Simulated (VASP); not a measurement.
# Ta (P-1) in VASP: single point with PBEsol

Aim: the single point of Ta with PBEsol.

Everything below comes from runs of VASP 6.6.1. Logs are shortened: lines on timing, memory, paths and dates and some standing lists are left out, and cuts for length are marked.

### Step 1. The cell of the first run

The typed cell holds 2 atoms: a = 2.867 Å, b = 2.867 Å, c = 5.091 Å, α = 90.00°, β = 90.00°, γ = 120.00°.

### Step 2. Single point, PBEsol (atoms moved at random)

INCAR reads:

```
SYSTEM = Ta
PREC = Accurate ; ENCUT = 520
EDIFF = 1E-6 ; ISMEAR = 0
SIGMA = 0.15 ; LREAL = .False.
LASPH = .True. ; NELM = 80
ALGO = Fast ; ISIF = 2
LWAVE = .False. ; LCHARG = .True.
GGA = PS ; LELF = .True.
LVHAR = .True. ; NBANDS = 18
```

KPOINTS reads:

```
regular mesh
0
Gamma
  12 12 8
  0 0 0
```

POSCAR reads:

```
Ta
1.0
    2.8669354486      0.0000000000      0.0000000000
   -1.4334677243      2.4828389295      0.0000000000
    0.0000000000      0.0000000000      5.0914149207
Ta
2
Direct
    0.5410003387      0.2543800283      0.7510403075
    0.4589996613      0.7456199717      0.2489596925
```

Potentials or basis: VASP PAW PBE potentials, release 64 (Ta_pv).

Run with:

```
> cat potpaw_PBE.64/Ta_pv/POTCAR > POTCAR
> mpirun -np 1 vasp_std > vasp.out
```

OUTCAR:

```text
SYSTEM = Ta
   PREC = Accurate
   ENCUT = 520
   EDIFF = 1E-6
   ISMEAR = 0
   LREAL = .False.
   LASPH = .True.
   NELM = 80
   ISIF = 2
   GGA = PS

 ion  position               nearest neighbor table
   1  0.541  0.254  0.751-   2 2.88   2 2.89   2 2.97   2 2.98   2 3.41   2 3.43
   2  0.459  0.746  0.249-   1 2.88   1 2.89   1 2.97   1 2.98   1 3.41   1 3.43

  LATTYP: Found a hexagonal cell.
 ALAT       =     2.8669354486
 C/A-ratio  =     1.7759084611

  Lattice vectors:

 A1 = (   2.8669354486,   0.0000000000,   0.0000000000)
 A2 = (  -1.4334677243,   2.4828389295,   0.0000000000)
 A3 = (   0.0000000000,   0.0000000000,   5.0914149207)

Analysis of symmetry for initial positions (statically):
=====================================================================
 Subroutine PRICEL returns:
 Original cell was already a primitive cell.

 Routine SETGRP: Setting up the symmetry group for a
 hexagonal supercell.

 Subroutine GETGRP returns: Found  2 space group operations
 (whereof  2 operations were pure point group operations)
 out of a pool of 24 trial point group operations.

The static configuration has the point symmetry S_2 .

Analysis of symmetry for dynamics (positions and initial velocities):
=====================================================================
 Subroutine PRICEL returns:
 Original cell was already a primitive cell.

 Routine SETGRP: Setting up the symmetry group for a
 hexagonal supercell.

 Subroutine GETGRP returns: Found  2 space group operations
 (whereof  2 operations were pure point group operations)
 out of a pool of 24 trial point group operations.

The dynamic configuration has the point symmetry S_2 .

 Subroutine INISYM returns: Found  2 space group operations
 (whereof  2 operations are pure point group operations),
 and found     1 'primitive' translations

----------------------------------------------------------------------------------------

                                     Primitive cell

  volume of cell :      36.2414

  direct lattice vectors                    reciprocal lattice vectors
     2.866935449  0.000000000  0.000000000     0.348804505  0.201382375  0.000000000
    -1.433467724  2.482838930  0.000000000     0.000000000  0.402764750  0.000000000
     0.000000000  0.000000000  5.091414921     0.000000000  0.000000000  0.196409056

  length of vectors
     2.866935449  2.866935449  5.091414921     0.402764750  0.402764750  0.196409056

[... 79 lines left out ...]
   NELM   =     80;   NELMIN=  2; NELMDL= -5     # of ELM steps
   EDIFF  = 0.1E-05   stopping-criterion for ELM
   LREAL  =      F    real-space projection
   EDIFFG = 0.1E-04   stopping-criterion for IOM
   NSW    =      0    number of steps for IOM
   IBRION =     -1    ionic relax: 0-MD 1-quasi-New 2-CG
   NFREE  =      0    steps in history (QN), initial steepest desc. (CG)
   ISIF   =      2    stress and relaxation
   ISYM   =      2    0-nonsym 1-usesym 2-fastsym
   POTIM  = 0.5000    time-step for ionic-motion
   TEBEG  =    0.0;   TEEND  =   0.0 temperature during run
   PSTRESS=    0.0 pullay stress
   NELECT =      22.0000    total number of electrons
   NUPDOWN=      -1.0000    fix difference up-down
   EMIN   =  10.00;   EMAX   =-10.00  energy-range for DOS
   EFERMI =   0.00;   METHOD = LEGACY
   ISMEAR =     0;   SIGMA  =   0.15  broadening in eV -4-tet -1-fermi 0-gaus
   EFERMI_NEDOS =   21; number of points for ismear=-14 and -15
   IALGO  =     68    algorithm
   IMIX   =      4    mixing-type and parameters
     AMIX     =   0.40;   BMIX     =  1.00
     AMIX_MAG =   1.60;   BMIX_MAG =  1.00
  volume/ion in A,a.u.               =      18.12       122.28
  Fermi-wavevector in a.u.,A,eV,Ry     =   1.386162  2.619467 26.142858  1.921446
  Thomas-Fermi vector in A             =   2.510504
   LORBIT       =      0    0 simple, 1 ext, 2 COOP (PROOUT), +10 PAW based schemes
   GGA     = PS    functional components
   LHFCALC =     F    Hartree Fock is set to
   AEXX    =    0.0000 exact exchange contribution
   IVDW    =     0    specifies the selected vdW correction
   LEPSILON=     F    determine dielectric tensor
   LRPA    =     F    only Hartree local field effects (RPA)
 non-spin polarized calculation
 RMM-DIIS sequential band-by-band and
 Gauss-broadening in eV      SIGMA  =   0.15
  energy-cutoff  :      520.00
  volume of cell :       36.24
 maximum number of plane-waves:       992
 NGX is ok and might be reduce to    24
   NGX = 11   NGY = 11   NGZ = 19

 number of electron      22.0000000 magnetization

 Free energy of the ion-electron system (eV)
  ---------------------------------------------------
  ext. energy  EPLUGINS =         0.00000000
  ---------------------------------------------------
  free energy    TOTEN  =       -24.75377994 eV

  energy without entropy =      -24.73103663  energy(sigma->0) =      -24.74240828

 E-fermi :   5.5798     XC(G=0): -12.6837

 val. band max:        5.5783117278   @ k =   0.4167  -0.1667   0.0000
 cond. band min:       5.5827285303   @ k =   0.0833  -0.2500   0.2500
 fundamental gap:      0.0044168025
 Fermi energy:         5.5798160952

 k-point     1 :       0.0000    0.0000    0.0000
  band No.  band energies     occupation
      1     -28.9086      2.00000
      2     -27.8657      2.00000
      3     -27.8305      2.00000
      4     -27.7704      2.00000
      5     -27.7212      2.00000
      6     -27.6392      2.00000
[... 481 lines left out ...]
      5     -27.8883      2.00000
      6     -27.8525      2.00000
[... 10 lines left out ...]
     17       9.7523      0.00000
     18      14.1565      0.00000

 [... further k-points ...]

------------------------ aborting loop because EDIFF is reached ----------------------------------------

  FORCE on cell =-STRESS in cart. coord.  units (eV):
  Direction    XX          YY          ZZ          XY          YZ          ZX
  --------------------------------------------------------------------------------------
  -------------------------------------------------------------------------------------
  Total       -0.4152122      1.8934969     -1.9084694     -1.7518740      0.0015242      0.0290885
  in kB      -18.3559039     83.7086311    -84.3705423    -77.4476968      0.0673804      1.2859581
  external PRESSURE =      -6.3392717 kB  Pullay stress =       0.0000000 kB

 VOLUME and BASIS-vectors are now :
 -----------------------------------------------------------------------------
  energy-cutoff  :      520.00
  volume of cell :       36.24
      direct lattice vectors                 reciprocal lattice vectors
     2.866935449  0.000000000  0.000000000     0.348804505  0.201382375  0.000000000
    -1.433467724  2.482838930  0.000000000     0.000000000  0.402764750  0.000000000
     0.000000000  0.000000000  5.091414921     0.000000000  0.000000000  0.196409056

 POSITION                                       TOTAL-FORCE (eV/Angst)
 -----------------------------------------------------------------------------------
      1.18637      0.63158      3.82386        -0.534765      0.147284     -0.103801
      0.24710      1.85125      1.26756         0.534765     -0.147284      0.103801
 -----------------------------------------------------------------------------------
    total drift:                                0.000000     -0.000000     -0.000000

  FREE ENERGIE OF THE ION-ELECTRON SYSTEM (eV)
  ---------------------------------------------------
  free  energy   TOTEN  =       -24.7537799409 eV

  energy  without entropy=      -24.7310366265  energy(sigma->0) =      -24.74240828
```

OSZICAR:

```text
N       E                     dE             d eps       ncg     rms          rms(c)
DAV:   1     0.169422685702E+03    0.16942E+03   -0.12876E+04 20888   0.127E+03
DAV:   2    -0.215363133793E+02   -0.19096E+03   -0.18769E+03 25696   0.358E+02
DAV:   3    -0.257109807422E+02   -0.41747E+01   -0.41169E+01 24486   0.499E+01
DAV:   4    -0.257411725085E+02   -0.30192E-01   -0.30137E-01 23956   0.443E+00
DAV:   5    -0.257413798043E+02   -0.20730E-03   -0.20728E-03 23502   0.352E-01    0.194E+01
RMM:   6    -0.249889833695E+02    0.75240E+00   -0.70360E-01 21218   0.621E+00    0.944E+00
RMM:   7    -0.247532022393E+02    0.23578E+00   -0.86066E-01 23540   0.635E+00    0.496E-01
RMM:   8    -0.247531374245E+02    0.64815E-04   -0.44596E-02 25556   0.158E+00    0.488E-01
RMM:   9    -0.247540978796E+02   -0.96046E-03   -0.10484E-02 26194   0.639E-01    0.260E-01
RMM:  10    -0.247537722540E+02    0.32563E-03   -0.26701E-03 23234   0.393E-01    0.899E-02
RMM:  11    -0.247537723780E+02   -0.12403E-06   -0.28604E-04 27863   0.136E-01    0.252E-02
RMM:  12    -0.247537791691E+02   -0.67911E-05   -0.62627E-05 28794   0.579E-02    0.247E-02
RMM:  13    -0.247537799409E+02   -0.77176E-06   -0.90820E-06 23124   0.184E-02
   1 F= -.24753780E+02 E0= -.24742408E+02  d E =-.227433E-01
```

stdout:

```text
POSCAR found type information on POSCAR Ta
 POSCAR found :  1 types and       2 ions
 scaLAPACK will be used
 -----------------------------------------------------------------------------
|                                                                             |
|                                                                             |
|     You enforced a specific xc type in the INCAR file but a different       |
|     I HOPE YOU KNOW WHAT YOU ARE DOING!                                     |
|                                                                             |
 -----------------------------------------------------------------------------

 LDA part: xc-table for (Slater+PW92), standard interpolation
 POSCAR, INCAR and KPOINTS ok, starting setup
 FFT: planning ... GRIDC
 FFT: planning ... GRID_SOFT
 FFT: planning ... GRID
 WAVECAR not read
 entering main loop
```

It took 8.2 min on 1 thread of AMD EPYC 7R13, shared host; peak memory 0.38 GiB.

Results:

| Quantity | Value |
| --- | --- |
| Free energy | -24.7538 eV |
| Pressure | -0.6 GPa |
| Largest force | 0.564 eV/Å |
| Band gap on the k mesh | zero (bands 11 and 12 overlap by 3.36 eV) |

Forces on the atoms (eV/Å):
```
Ta  -0.535  0.147 -0.104
Ta   0.535 -0.147  0.104
```

Levels at points of the mesh, in eV from the Fermi level:
```csv
k point,band 9,band 10,band 11,band 12,band 13,band 14
"(0.00, 0.00, 0.00)",-1.11,0.17,0.45,1.15,1.25,1.66
"(0.50, 0.00, 0.00)",-3.88,0.44,0.66,0.90,2.67,6.09
"(0.00, 0.50, 0.00)",-2.20,-1.91,-0.64,-0.01,1.92,3.97
"(0.50, 0.50, 0.00)",-2.70,-1.33,-0.35,-0.25,2.26,3.50
"(0.00, 0.00, 0.50)",-1.14,-1.07,0.88,0.89,0.98,1.00
"(0.50, 0.00, 0.50)",-2.59,-2.54,0.90,0.93,2.72,2.81
"(0.00, 0.50, 0.50)",-2.52,-2.51,2.05,2.05,3.13,3.16
"(0.50, 0.50, 0.50)",-2.55,-2.54,1.95,1.96,3.24,3.25
```

Caveat: the cell differs from its parent crystal (atoms moved at random); the PAW data sets were made with another functional, which shifts forces and pressure a little; spin-orbit coupling is left out, which moves the levels of the heavy elements.
